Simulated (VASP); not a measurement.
Cu, 2 atoms in the cell. The structure is tetragonal, space group I4/mmm (No. 139). Conventional cell: a = 2.951 Å, b = 2.951 Å, c = 2.787 Å, α = 90.00°, β = 90.00°, γ = 90.00°. Within 3.3 Å of Cu (site symmetry 4/mmm) lie 14 Cu at 2.51 to 2.95 Å.  This cell differs from its parent crystal: strain along c alone, the other axes held: +1.0 %.

```yaml
Program: VASP 6.6.1
Task: single point
Functional: PBE
Potentials_or_basis: VASP PAW PBE potentials, release 64 (Cu_sv_GW)
Cutoff: 700 eV
k_mesh: 14 × 14 × 16
Occupations: gaussian, width 0.1 eV
Spin: no spin polarisation
Dipole_correction: no
Second_run: valence_matched
Further_INCAR_settings: ALGO = Normal; EDIFF = 1e-06; NBANDS = 26
```

Potentials or basis: VASP PAW PBE potentials, release 64 (Cu_sv_GW).

Command:

```console
$ cat potpaw_PBE.64/Cu_sv_GW/POTCAR > POTCAR
$ mpirun -np 1 vasp_std > vasp.out
```

Hardware: 1 thread of Intel(R) Xeon(R) Platinum 8259CL CPU @ 2.50GHz (Skylake/Cascade Lake), with other jobs on the host.

Task: How long does it take, and how much memory?

Result: Run time: 3.9 min on 1 thread of Intel(R) Xeon(R) Platinum 8259CL CPU @ 2.50GHz (Skylake/Cascade Lake) (shared host), peak memory 0.4 GiB. Counts: scf iterations 13, k points 324.
